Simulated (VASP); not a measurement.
# Sb in VASP: further runs, part 2 of 2

VASP 6.6.1.

**4. Single point, PBEsol**

The input, INCAR:

```
PREC = Accurate
ENCUT = 520
EDIFF = 1E-7
ISMEAR = -1
SIGMA = 0.1
LREAL = False
LASPH = True
NELM = 80
ALGO = Normal
ISIF = 2
LWAVE = False
LCHARG = False
LDIPOL = True
IDIPOL = 3
DIPOL = 0.5 0.5 0.500
GGA = PS
NBANDS = 14
```

The input, KPOINTS:

```
Automatic mesh
0
Gamma
  11 11 1
```

The input, POSCAR:

```
Sb
1.0
    3.3338465369      0.0000000000      0.0000000000
    0.0000000000      3.3338465369      0.0000000000
    0.0000000000      0.0000000000     20.7148000000
Sb
3
Direct
    0.0000000000      0.0000000000      0.3920229357
    0.5000000000      0.5000000000      0.4999999993
    0.0000000000      0.0000000000      0.6079770651
```

Potentials or basis: VASP PAW PBE potentials, release 64 (Sb).

Command:

```
> cat potpaw_PBE.64/Sb/POTCAR > POTCAR
> mpirun -np 1 vasp_std > vasp.out
```

OUTCAR:

```text
PREC = Accurate
   ENCUT = 520
   EDIFF = 1E-7
   ISMEAR = -1
   LREAL = False
   LASPH = True
   NELM = 80
   ISIF = 2
   GGA = PS

 ion  position               nearest neighbor table
   1  0.000  0.000  0.392-   2 3.25   2 3.25   2 3.25   2 3.25
   2  0.500  0.500  0.500-   1 3.25   1 3.25   1 3.25   1 3.25   3 3.25   3 3.25   3 3.25   3 3.25

   3  0.000  0.000  0.608-   2 3.25   2 3.25   2 3.25   2 3.25

  LATTYP: Found a simple tetragonal cell.
 ALAT       =     3.3338465369
 C/A-ratio  =     6.2134833655

  Lattice vectors:

 A1 = (   3.3338465369,   0.0000000000,   0.0000000000)
 A2 = (   0.0000000000,   3.3338465369,   0.0000000000)
 A3 = (   0.0000000000,   0.0000000000,  20.7148000000)

Analysis of symmetry for initial positions (statically):
=====================================================================
 Subroutine PRICEL returns:
 Original cell was already a primitive cell.

 Routine SETGRP: Setting up the symmetry group for a
 simple tetragonal supercell.

 Subroutine GETGRP returns: Found 16 space group operations
 (whereof 16 operations were pure point group operations)
 out of a pool of 16 trial point group operations.

The static configuration has the point symmetry D_4h.

Analysis of symmetry for dynamics (positions and initial velocities):
=====================================================================
 Subroutine PRICEL returns:
 Original cell was already a primitive cell.

 Routine SETGRP: Setting up the symmetry group for a
 simple tetragonal supercell.

 Subroutine GETGRP returns: Found 16 space group operations
 (whereof 16 operations were pure point group operations)
 out of a pool of 16 trial point group operations.

The dynamic configuration has the point symmetry D_4h.

 Subroutine INISYM returns: Found 16 space group operations
 (whereof 16 operations are pure point group operations),
 and found     1 'primitive' translations

----------------------------------------------------------------------------------------

                                     Primitive cell

  volume of cell :     230.2353

  direct lattice vectors                    reciprocal lattice vectors
     3.333846537  0.000000000  0.000000000     0.299953819  0.000000000  0.000000000
     0.000000000  3.333846537  0.000000000     0.000000000  0.299953819  0.000000000
     0.000000000  0.000000000 20.714800000     0.000000000  0.000000000  0.048274664

  length of vectors
     3.333846537  3.333846537 20.714800000     0.299953819  0.299953819  0.048274664

  position of ions in fractional coordinates (direct lattice)
     0.000000000  0.000000000  0.392022936
     0.500000000  0.500000000  0.499999999
     0.000000000  0.000000000  0.607977065

  ion indices of the primitive-cell ions
   primitive index   ion index
                 1           1
                 2           2
                 3           3

----------------------------------------------------------------------------------------

 KPOINTS: Automatic mesh

Automatic generation of k-mesh.
 Grid dimensions read from file:
 generate k-points for:   11   11    1

 Generating k-lattice:

  Cartesian coordinates                     Fractional coordinates (reciprocal lattice)
[... 45 lines left out ...]
   NGXF,Y,Z  is equivalent  to a cutoff of  27.93, 27.93, 25.68 a.u.
 SYSTEM =  unknown system
   PREC   = accura    normal or accurate (medium, high low for compatibility)
   ISTART =      0    job   : 0-new  1-cont  2-samecut
   ICHARG =      2    charge: 1-file 2-atom 10-const
   ISPIN  =      1    spin polarized calculation?
   LNONCOLLINEAR =      F non collinear calculations
   LSORBIT =      F    spin-orbit coupling
   LASPH  =      T    aspherical Exc in radial PAW
   ENCUT  =  520.0 eV  38.22 Ry    6.18 a.u.   6.20  6.20 38.52*2*pi/ulx,y,z
   NELM   =     80;   NELMIN=  2; NELMDL= -5     # of ELM steps
   EDIFF  = 0.1E-06   stopping-criterion for ELM
   LREAL  =      F    real-space projection
   EDIFFG = 0.1E-05   stopping-criterion for IOM
   NSW    =      0    number of steps for IOM
   IBRION =     -1    ionic relax: 0-MD 1-quasi-New 2-CG
   NFREE  =      0    steps in history (QN), initial steepest desc. (CG)
   ISIF   =      2    stress and relaxation
   ISYM   =      2    0-nonsym 1-usesym 2-fastsym
   POTIM  = 0.5000    time-step for ionic-motion
   TEBEG  =    0.0;   TEEND  =   0.0 temperature during run
   PSTRESS=    0.0 pullay stress
   NELECT =      15.0000    total number of electrons
   NUPDOWN=      -1.0000    fix difference up-down
   EMIN   =  10.00;   EMAX   =-10.00  energy-range for DOS
   EFERMI =   0.00;   METHOD = LEGACY
   ISMEAR =    -1;   SIGMA  =   0.10  broadening in eV -4-tet -1-fermi 0-gaus
   EFERMI_NEDOS =   21; number of points for ismear=-14 and -15
   IALGO  =     38    algorithm
   IMIX   =      4    mixing-type and parameters
     AMIX     =   0.40;   BMIX     =  1.00
     AMIX_MAG =   1.60;   BMIX_MAG =  1.00
  volume/ion in A,a.u.               =      76.75       517.90
  Fermi-wavevector in a.u.,A,eV,Ry     =   0.658741  1.244840  5.904106  0.433940
  Thomas-Fermi vector in A             =   1.730658
   LORBIT       =      0    0 simple, 1 ext, 2 COOP (PROOUT), +10 PAW based schemes
   GGA     = PS    functional components
   LHFCALC =     F    Hartree Fock is set to
   AEXX    =    0.0000 exact exchange contribution
   IVDW    =     0    specifies the selected vdW correction
   LEPSILON=     F    determine dielectric tensor
   LRPA    =     F    only Hartree local field effects (RPA)
 non-spin polarized calculation
  energy-cutoff  :      520.00
  volume of cell :      230.24
 maximum number of plane-waves:      6246
 NGX is ok and might be reduce to    28
   NGX = 13   NGY = 13   NGZ = 77

 dipolmoment           0.000000      0.000000      0.000000 electrons x Angstroem

 number of electron      15.0000001 magnetization

 dipolmoment           0.000000      0.000000     -0.000000 electrons x Angstroem

 Free energy of the ion-electron system (eV)
  ---------------------------------------------------
  ext. energy  EPLUGINS =         0.00000000
  ---------------------------------------------------
  free energy    TOTEN  =       -12.38496827 eV

  energy without entropy =      -12.31450469  energy(sigma->0) =      -12.34973648

 E-fermi :   0.0160     XC(G=0):  -4.2849

 val. band max:       -0.0044326815   @ k =   0.4545   0.2727   0.0000
 cond. band min:       0.0969009303   @ k =   0.2727   0.2727   0.0000
 fundamental gap:      0.1013336118
 Fermi energy:         0.0159642026

 k-point     1 :       0.0000    0.0000    0.0000
  band No.  band energies     occupation
      1     -12.8165      2.00000
      2     -10.8952      2.00000
      3      -8.3911      2.00000
      4      -3.5168      2.00000
      5      -0.2414      1.85826
      6       0.7502      0.00129
      7       0.7502      0.00129
      8       2.7153      0.00000
      9       2.7153      0.00000
     10       2.9011      0.00000
     11       3.9785      0.00000
     12       4.5988      0.00000
     13       4.6998      0.00000
     14       4.9355      0.00000
[... 326 lines left out ...]
      1      -7.8161      2.00000
      2      -7.2312      2.00000
      3      -7.0126      2.00000
      4      -4.6279      2.00000
      5      -4.2480      2.00000
      6      -2.7833      2.00000
      7      -2.6344      2.00000
      8      -1.0483      1.99995
      9      -0.6097      1.99617
     10      -0.2474      1.86596
     11       0.2848      0.12738
     12       0.9405      0.00019
     13       4.3007      0.00000
     14       5.3952      0.00000

------------------------ aborting loop because EDIFF is reached ----------------------------------------

 vacuum level on the upper side and lower side of the slab       (xc-potential included)        -0.053        -0.053

  FORCE on cell =-STRESS in cart. coord.  units (eV):
  Direction    XX          YY          ZZ          XY          YZ          ZX
  --------------------------------------------------------------------------------------
  -------------------------------------------------------------------------------------
  Total       -1.5261593     -1.5261593      0.0111689      0.0000000      0.0000000     -0.0000000
  in kB      -10.6203420    -10.6203420      0.0777230      0.0000000      0.0000000     -0.0000000
  external PRESSURE =      -7.0543203 kB  Pullay stress =       0.0000000 kB

 VOLUME and BASIS-vectors are now :
 -----------------------------------------------------------------------------
  energy-cutoff  :      520.00
  volume of cell :      230.24
      direct lattice vectors                 reciprocal lattice vectors
     3.333846537  0.000000000  0.000000000     0.299953819  0.000000000  0.000000000
     0.000000000  3.333846537  0.000000000     0.000000000  0.299953819  0.000000000
     0.000000000  0.000000000 20.714800000     0.000000000  0.000000000  0.048274664

 POSITION                                       TOTAL-FORCE (eV/Angst)
 -----------------------------------------------------------------------------------
      0.00000      0.00000      8.12068         0.000000      0.000000     -0.003529
      1.66692      1.66692     10.35740         0.000000      0.000000      0.000000
      0.00000      0.00000     12.59412         0.000000      0.000000      0.003529
 -----------------------------------------------------------------------------------
    total drift:                               -0.000000      0.000000     -0.000000

  FREE ENERGIE OF THE ION-ELECTRON SYSTEM (eV)
  ---------------------------------------------------
  free  energy   TOTEN  =       -12.3849682693 eV

  energy  without entropy=      -12.3145046949  energy(sigma->0) =      -12.34973648

 vacuum level on the upper side and lower side of the slab         4.415         4.415
```

Run time: 84 s. Hardware: 1 thread of Intel Xeon Platinum 8559C (Emerald Rapids), shared host; peak memory 0.34 GiB.

Results:

```yaml
Free_energy: -12.3850 eV
Largest_force: 0.004 eV/Å
```

Forces in eV/Å, atoms in the order of the input:
```
Sb   0.000  0.000 -0.004
Sb   0.000  0.000  0.000
Sb   0.000  0.000  0.004
```

Caveat: the PAW data sets were made with another functional, which shifts forces and pressure a little; spin-orbit coupling is left out, which moves the levels of the heavy elements.
